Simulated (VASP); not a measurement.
# Ba (Cmcm) in VASP: a series of runs

The runs below take Ba through single point, with PBEsol.

Program: VASP 6.6.1. These are calculated values, not measurements. Logs are shortened: lines on timing, memory, paths and dates and some standing lists are left out, and cuts for length are marked.

### Step 1. The cell of the first run

The structure is orthorhombic, space group Cmcm (No. 63). Conventional cell: a = 7.184 Å, b = 5.034 Å, c = 7.190 Å, α = 90.00°, β = 90.00°, γ = 90.00°. Within 5.7 Å of Ba (site symmetry m2m) lie 14 Ba at 4.37 to 5.08 Å.

### Step 2. Single point, PBEsol

File INCAR:

```
PREC = Accurate
ENCUT = 520
EDIFF = 1E-7
ISMEAR = 1
SIGMA = 0.1
LREAL = F
LASPH = T
NELM = 60
ALGO = Normal
ISIF = 2
LWAVE = F
LCHARG = F
GGA = PS
NBANDS = 17
```

File KPOINTS:

```
Automatic mesh
0
Gamma
  7 7 4
```

File POSCAR:

```
Ba
1.0
    3.5917700000     -2.5169000000      0.0000000000
    3.5917700000      2.5169000000      0.0000000000
    0.0000000000      0.0000000000      7.1900500000
Ba
2
Direct
    0.7467700000      0.2532300000      0.2500000000
    0.2532300000      0.7467700000      0.7500000000
```

Potentials or basis: VASP PAW PBE potentials, release 64 (Ba_sv).

Started as:

```
$ cat potpaw_PBE.64/Ba_sv/POTCAR > POTCAR
$ mpirun -np 1 vasp_std > vasp.out
```

OUTCAR:

```text
PREC = Accurate
   ENCUT = 520
   EDIFF = 1E-7
   ISMEAR = 1
   LREAL = F
   LASPH = T
   NELM = 60
   ISIF = 2
   GGA = PS

 ion  position               nearest neighbor table
   1  0.747  0.253  0.250-   2 4.37   2 4.37   2 4.41   2 4.41
   2  0.253  0.747  0.750-   1 4.37   1 4.37   1 4.41   1 4.41

  LATTYP: Found a base centered orthorhombic cell.
 ALAT       =     5.0338000000
 B/A-ratio  =     1.4270610672
 C/A-ratio  =     1.4283543248

  Lattice vectors:

 A1 = (  -3.5917700000,  -2.5169000000,   0.0000000000)
 A2 = (   3.5917700000,  -2.5169000000,   0.0000000000)
 A3 = (   0.0000000000,   0.0000000000,   7.1900500000)

Analysis of symmetry for initial positions (statically):
=====================================================================
 Subroutine PRICEL returns:
 Original cell was already a primitive cell.

 Routine SETGRP: Setting up the symmetry group for a
 base centered orthorhombic supercell.

 Subroutine GETGRP returns: Found  8 space group operations
 (whereof  4 operations were pure point group operations)
 out of a pool of  8 trial point group operations.

The static configuration has the point symmetry C_2h.
 The point group associated with its full space group is D_2h.

Analysis of symmetry for dynamics (positions and initial velocities):
=====================================================================
 Subroutine PRICEL returns:
 Original cell was already a primitive cell.

 Routine SETGRP: Setting up the symmetry group for a
 base centered orthorhombic supercell.

 Subroutine GETGRP returns: Found  8 space group operations
 (whereof  4 operations were pure point group operations)
 out of a pool of  8 trial point group operations.

The dynamic configuration has the point symmetry C_2h.
 The point group associated with its full space group is D_2h.

 Subroutine INISYM returns: Found  8 space group operations
 (whereof  4 operations are pure point group operations),
 and found     1 'primitive' translations

----------------------------------------------------------------------------------------

                                     Primitive cell

  volume of cell :     129.9979

  direct lattice vectors                    reciprocal lattice vectors
     3.591770000 -2.516900000  0.000000000     0.139207132 -0.198657078  0.000000000
     3.591770000  2.516900000  0.000000000     0.139207132  0.198657078  0.000000000
     0.000000000  0.000000000  7.190050000     0.000000000  0.000000000  0.139081091

  length of vectors
     4.385840551  4.385840551  7.190050000     0.242576298  0.242576298  0.139081091

  position of ions in fractional coordinates (direct lattice)
     0.746770000  0.253230000  0.250000000
     0.253230000  0.746770000  0.750000000

  ion indices of the primitive-cell ions
   primitive index   ion index
                 1           1
                 2           2

----------------------------------------------------------------------------------------

 KPOINTS: Automatic mesh

Automatic generation of k-mesh.
 Grid dimensions read from file:
 generate k-points for:    7    7    4

 Generating k-lattice:

  Cartesian coordinates                     Fractional coordinates (reciprocal lattice)
     0.019886733 -0.028379583  0.000000000     0.142857143  0.000000000  0.000000000
     0.019886733  0.028379583  0.000000000     0.000000000  0.142857143  0.000000000
     0.000000000  0.000000000  0.034770273     0.000000000  0.000000000  0.250000000

  Length of vectors
     0.034653757  0.034653757  0.034770273

  Shift w.r.t. Gamma in fractional coordinates (k-lattice)
     0.000000000  0.000000000  0.000000000

 Subroutine IBZKPT returns following result:
 ===========================================

 Found     48 irreducible k-points:

 Following reciprocal coordinates:
            Coordinates               Weight
  0.000000  0.000000  0.000000      1.000000
  0.142857  0.000000  0.000000      4.000000
  0.285714 -0.000000  0.000000      4.000000
  0.428571  0.000000  0.000000      4.000000
  0.142857  0.142857  0.000000      2.000000
  0.285714  0.142857  0.000000      4.000000
[... 16 lines left out ...]
  0.428571  0.142857  0.250000      8.000000
 -0.428571  0.142857  0.250000      8.000000
 [... further k-points ...]
   k-points           NKPTS =     48   k-points in BZ     NKDIM =     48   number of bands    NBANDS=     17
   number of dos      NEDOS =    301   number of ions     NIONS =      2
   total plane-waves  NPLWV =  69984
   dimension x,y,z NGX =    36 NGY =   36 NGZ =   54
   dimension x,y,z NGXF=    72 NGYF=   72 NGZF=  108
   ions per type =               2
   NGX,Y,Z   is equivalent  to a cutoff of  13.65, 13.65, 12.49 a.u.
   NGXF,Y,Z  is equivalent  to a cutoff of  27.29, 27.29, 24.97 a.u.
 SYSTEM =  unknown system
   PREC   = accura    normal or accurate (medium, high low for compatibility)
   ISTART =      0    job   : 0-new  1-cont  2-samecut
   ICHARG =      2    charge: 1-file 2-atom 10-const
   ISPIN  =      1    spin polarized calculation?
   LNONCOLLINEAR =      F non collinear calculations
   LSORBIT =      F    spin-orbit coupling
   LASPH  =      T    aspherical Exc in radial PAW
   ENCUT  =  520.0 eV  38.22 Ry    6.18 a.u.   8.15  8.15 13.37*2*pi/ulx,y,z
   NELM   =     60;   NELMIN=  2; NELMDL= -5     # of ELM steps
   EDIFF  = 0.1E-06   stopping-criterion for ELM
   LREAL  =      F    real-space projection
   EDIFFG = 0.1E-05   stopping-criterion for IOM
   NSW    =      0    number of steps for IOM
   IBRION =     -1    ionic relax: 0-MD 1-quasi-New 2-CG
   NFREE  =      0    steps in history (QN), initial steepest desc. (CG)
   ISIF   =      2    stress and relaxation
   ISYM   =      2    0-nonsym 1-usesym 2-fastsym
   POTIM  = 0.5000    time-step for ionic-motion
   TEBEG  =    0.0;   TEEND  =   0.0 temperature during run
   PSTRESS=    0.0 pullay stress
   NELECT =      20.0000    total number of electrons
   NUPDOWN=      -1.0000    fix difference up-down
   EMIN   =  10.00;   EMAX   =-10.00  energy-range for DOS
   EFERMI =   0.00;   METHOD = LEGACY
   ISMEAR =     1;   SIGMA  =   0.10  broadening in eV -4-tet -1-fermi 0-gaus
   EFERMI_NEDOS =   21; number of points for ismear=-14 and -15
   IALGO  =     38    algorithm
   IMIX   =      4    mixing-type and parameters
     AMIX     =   0.40;   BMIX     =  1.00
     AMIX_MAG =   1.60;   BMIX_MAG =  1.00
  volume/ion in A,a.u.               =      65.00       438.63
  Fermi-wavevector in a.u.,A,eV,Ry     =   0.877215  1.657696 10.469766  0.769506
  Thomas-Fermi vector in A             =   1.997133
   LORBIT       =      0    0 simple, 1 ext, 2 COOP (PROOUT), +10 PAW based schemes
   GGA     = PS    functional components
   LHFCALC =     F    Hartree Fock is set to
   AEXX    =    0.0000 exact exchange contribution
   IVDW    =     0    specifies the selected vdW correction
   LEPSILON=     F    determine dielectric tensor
   LRPA    =     F    only Hartree local field effects (RPA)
 non-spin polarized calculation
 Methfessel and Paxton  Order N= 1 SIGMA  =   0.10
  energy-cutoff  :      520.00
  volume of cell :      130.00
 maximum number of plane-waves:      3531
 NGX is ok and might be reduce to    36
   NGX = 17   NGY = 17   NGZ = 27

 number of electron      19.9999998 magnetization

 Free energy of the ion-electron system (eV)
  ---------------------------------------------------
  ext. energy  EPLUGINS =         0.00000000
  ---------------------------------------------------
  free energy    TOTEN  =        -4.26013842 eV

  energy without entropy =       -4.26086431  energy(sigma->0) =       -4.26038039

 E-fermi :   1.3937     XC(G=0):  -7.4062

 val. band max:        1.3926314845   @ k =  -0.4286   0.2857   0.0000
 cond. band min:       1.4067258169   @ k =  -0.4286   0.4286   0.5000
 fundamental gap:      0.0140943324
 Fermi energy:         1.3936521698

 k-point     1 :       0.0000    0.0000    0.0000
  band No.  band energies     occupation
      1     -27.4783      2.00000
      2     -27.4406      2.00000
      3     -12.8458      2.00000
      4     -12.5593      2.00000
      5     -12.4260      2.00000
      6     -12.4258      2.00000
[... 9 lines left out ...]
     16       4.5018      0.00000
     17       4.5846      0.00000

 k-point     2 :       0.1429    0.0000    0.0000
  band No.  band energies     occupation
      1     -27.4728      2.00000
      2     -27.4388      2.00000
      3     -12.8191      2.00000
      4     -12.5880      2.00000
      5     -12.4909      2.00000
      6     -12.4535      2.00000
[... 9 lines left out ...]
     16       4.3254      0.00000
     17       4.3787      0.00000

 k-point     3 :       0.2857   -0.0000    0.0000
  band No.  band energies     occupation
      1     -27.4595      2.00000
      2     -27.4359      2.00000
      3     -12.7471      2.00000
      4     -12.6832      2.00000
      5     -12.6341      2.00000
      6     -12.4829      2.00000
[... 9 lines left out ...]
     16       4.3300      0.00000
     17       4.7228      0.00000

 k-point     4 :       0.4286    0.0000    0.0000
  band No.  band energies     occupation
      1     -27.4454      2.00000
      2     -27.4368      2.00000
      3     -12.7652      2.00000
      4     -12.7498      2.00000
      5     -12.6516      2.00000
      6     -12.5556      2.00000
[... 9 lines left out ...]
     16       4.5893      0.00000
     17       4.9923      0.00000
[... 343 lines left out ...]
      1     -27.4566      2.00000
      2     -27.4348      2.00000
      3     -12.7573      2.00000
      4     -12.6434      2.00000
      5     -12.6272      2.00000
      6     -12.5153      2.00000
[... 9 lines left out ...]
     16       3.8916      0.00000
     17       4.3498      0.00000

 k-point    23 :       0.4286    0.1429    0.2500
  band No.  band energies     occupation
      1     -27.4458      2.00000
      2     -27.4319      2.00000
      3     -12.7975      2.00000
      4     -12.7591      2.00000
      5     -12.6294      2.00000
      6     -12.5493      2.00000
[... 9 lines left out ...]
     16       4.4222      0.00000
     17       5.0083      0.00000

 k-point    24 :      -0.4286    0.1429    0.2500
  band No.  band energies     occupation
      1     -27.4397      2.00000
      2     -27.4363      2.00000
      3     -12.7981      2.00000
      4     -12.7898      2.00000
      5     -12.5950      2.00000
      6     -12.5866      2.00000
[... 9 lines left out ...]
     16       4.7824      0.00000
     17       5.1426      0.00000

 [... further k-points ...]

------------------------ aborting loop because EDIFF is reached ----------------------------------------

  FORCE on cell =-STRESS in cart. coord.  units (eV):
  Direction    XX          YY          ZZ          XY          YZ          ZX
  --------------------------------------------------------------------------------------
  -------------------------------------------------------------------------------------
  Total       -0.5985182     -0.6109852     -0.7002047      0.0000000      0.0000000      0.0000000
  in kB       -7.3765207     -7.5301724     -8.6297698      0.0000000      0.0000000      0.0000000
  external PRESSURE =      -7.8454876 kB  Pullay stress =       0.0000000 kB

 VOLUME and BASIS-vectors are now :
 -----------------------------------------------------------------------------
  energy-cutoff  :      520.00
  volume of cell :      130.00
      direct lattice vectors                 reciprocal lattice vectors
     3.591770000 -2.516900000  0.000000000     0.139207132 -0.198657078  0.000000000
     3.591770000  2.516900000  0.000000000     0.139207132  0.198657078  0.000000000
     0.000000000  0.000000000  7.190050000     0.000000000  0.000000000  0.139081091

 POSITION                                       TOTAL-FORCE (eV/Angst)
 -----------------------------------------------------------------------------------
      3.59177     -1.24219      1.79751         0.000000     -0.021964     -0.000000
      3.59177      1.24219      5.39254         0.000000      0.021964      0.000000
 -----------------------------------------------------------------------------------
    total drift:                                0.000000      0.000000     -0.000000

  FREE ENERGIE OF THE ION-ELECTRON SYSTEM (eV)
  ---------------------------------------------------
  free  energy   TOTEN  =        -4.2601384234 eV

  energy  without entropy=       -4.2608643093  energy(sigma->0) =       -4.26038039
```

Wall time 84 s (1 thread of Intel Xeon 8259CL, shared host); peak memory 0.29 GiB.

Results:

| Quantity | Value |
| --- | --- |
| Free energy | -4.2601 eV |
| Pressure | -0.8 GPa |
| Largest force | 0.022 eV/Å |
| Band gap on the k mesh | zero (bands 10 and 11 overlap by 0.84 eV) |

Forces on the atoms (eV/Å):
```
Ba   0.000 -0.022  0.000
Ba   0.000  0.022  0.000
```

Levels at points of the mesh, in eV from the Fermi level:
| k point | band 6 | band 7 | band 8 | band 9 | band 10 | band 11 | band 12 | band 13 | band 14 | band 15 |
| --- | --- | --- | --- | --- | --- | --- | --- | --- | --- | --- |
| (0.00, 0.00, 0.00) | -13.82 | -13.82 | -13.82 | -2.71 | -0.85 | 0.76 | 1.19 | 1.78 | 1.83 | 1.84 |
| (0.00, 0.00, 0.50) | -13.89 | -13.82 | -13.82 | -1.73 | -1.73 | 1.16 | 1.16 | 1.21 | 1.21 | 2.92 |

Caveat: the PAW data sets were made with another functional, which shifts forces and pressure a little; spin-orbit coupling is left out, which moves the levels of the heavy elements.

### Step 3. Single point, PBEsol

File INCAR:

```
SYSTEM = Ba
ALGO     = Normal         ! electronic algorithm
EDIFF    = 1E-6           ! SCF threshold, eV
ENCUT    = 520            ! plane-wave cutoff, eV
GGA      = PS             ! functional
ISIF     = 2              ! what is computed and relaxed
ISMEAR   = 1              ! smearing method
LASPH    = .TRUE.         ! aspherical terms in the spheres
LCHARG   = .FALSE.        ! write CHGCAR
LREAL    = .FALSE.        ! projectors in reciprocal space
LWAVE    = .FALSE.        ! write WAVECAR
NBANDS   = 17             ! bands
NELM     = 100            ! most SCF steps
PREC     = Accurate       ! precision mode
SIGMA    = 0.1            ! smearing width, eV
```

File KPOINTS:

```
k-points
0
G
  7 7 4
  0 0 0
```

POSCAR is that of step 2.

Potentials or basis: VASP PAW PBE potentials, release 64 (Ba_sv).

Started as:

```
$ cat potpaw_PBE.64/Ba_sv/POTCAR > POTCAR
$ mpirun -np 1 vasp_std > vasp.out
```

Wall time 82 s (1 thread of Intel Xeon 8259CL, shared host); peak memory 0.29 GiB.

It converged, with:

- Free energy: -4.2601 eV
- Pressure: -0.8 GPa
- Largest force: 0.022 eV/Å
- Band gap on the k mesh: zero (bands 10 and 11 overlap by 0.84 eV)

Forces in eV/Å, atoms in the order of the input:
```
Ba   0.000 -0.022  0.000
Ba   0.000  0.022  0.000
```

Stress tensor (GPa, compression positive):
```
-0.74  0.00  0.00
 0.00 -0.75  0.00
 0.00  0.00 -0.86
```

Levels at points of the mesh, in eV from the Fermi level:
```tsv
k point	band 7	band 8	band 9	band 10	band 11	band 12	band 13	band 14
(0.00, 0.00, 0.00)	-13.82	-13.82	-2.71	-0.85	0.76	1.19	1.78	1.83
(0.00, 0.00, 0.50)	-13.82	-13.82	-1.73	-1.73	1.16	1.16	1.21	1.21
```

Caveat: the PAW data sets were made with another functional, which shifts forces and pressure a little; spin-orbit coupling is left out, which moves the levels of the heavy elements.
